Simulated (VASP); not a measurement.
Te2Mo, 3 atoms in the cell. Symmetry: P-6m2, No. 187, hexagonal system. Conventional cell: a = 3.537 Å, b = 3.537 Å, c = 7.827 Å, α = 90.00°, β = 90.00°, γ = 120.00°. Within 3.6 Å of Te (site symmetry 3m) lie 3 Mo at 2.72 Å and 7 Te at 3.54 to 3.59 Å. Mo (site symmetry -6m2) has 6 Te at 2.72 Å and 6 Mo at 3.54 Å within 3.6 Å. 

- Program: VASP 6.6.1
- Task: single point
- Functional: r2SCAN
- Potentials or basis: VASP PAW PBE potentials, release 64 (Te, Mo_sv)
- Cutoff: 520 eV
- k mesh: 12 × 12 × 4
- Occupations: gaussian, width 0.01 eV
- Spin: no spin polarisation
- Dipole correction: no
- Further INCAR settings: ALGO = Normal; EDIFF = 1e-07; NBANDS = 20

Potentials or basis: VASP PAW PBE potentials, release 64 (Te, Mo_sv).

Command:

```bash
$ cat potpaw_PBE.64/Te/POTCAR potpaw_PBE.64/Mo_sv/POTCAR > POTCAR
$ cp INCAR.step1 INCAR
$ mpirun -np 1 vasp_std > vasp.out
$ cp INCAR.step2 INCAR
$ mpirun -np 1 vasp_std > vasp.out
```

Hardware: 1 thread of AMD EPYC 7R13, with other jobs on the host.

Problem. Estimate the wall time of this run.

Solution. Run time: 20 min on 1 thread of AMD EPYC 7R13 (shared host), peak memory 0.25 GiB. Counts: k points 57.
